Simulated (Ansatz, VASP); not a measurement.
Two plane-wave programs on W6C

```
CELL_PARAMETERS angstrom
-3.18006 3.18006 3.18006
3.18006 -3.18006 3.18006
3.18006 3.18006 -3.18006
ATOMIC_POSITIONS crystal
W 0.68836 0.68836 0.00000
W 0.31164 0.31164 0.00000
W 0.00000 0.31164 0.31164
W 0.00000 0.68836 0.68836
W 0.68836 0.00000 0.68836
W 0.31164 0.00000 0.31164
C 0.00000 0.00000 0.00000
```

Change from the starting cell: species swapped into the SF6 type (Im-3m, No. 229).

Alike in both runs: functional PBE; k mesh 4 × 4 × 4; occupations gaussian, width 0.1 eV; no spin polarisation.

Ansatz relaxed the structure, and its values are those at the end. VASP's run is a single point on that final structure, the one shown.

```csv
,VASP,Ansatz
version,VASP 6.6.1,Ansatz 0.2.0
potentials or method,"VASP PAW PBE potentials, release 64 (W_sv, C), cutoff 520 eV","scalar-relativistic, plane waves, PAW"
valence electrons in the cell,88,88
```

```csv
,VASP,Ansatz,Ansatz less VASP
gap on the k mesh at the Fermi level (eV),none,none,-
pressure (GPa),1.0,0.2,-0.78
rms of the force components (eV/Å),0.046,0.020,-0.0256
```

A gap of «none» marks a metal or a gap that the smearing closes. The functional is the same, so the differences come from potentials, cutoffs and numerics.

Spin-orbit coupling is off throughout.
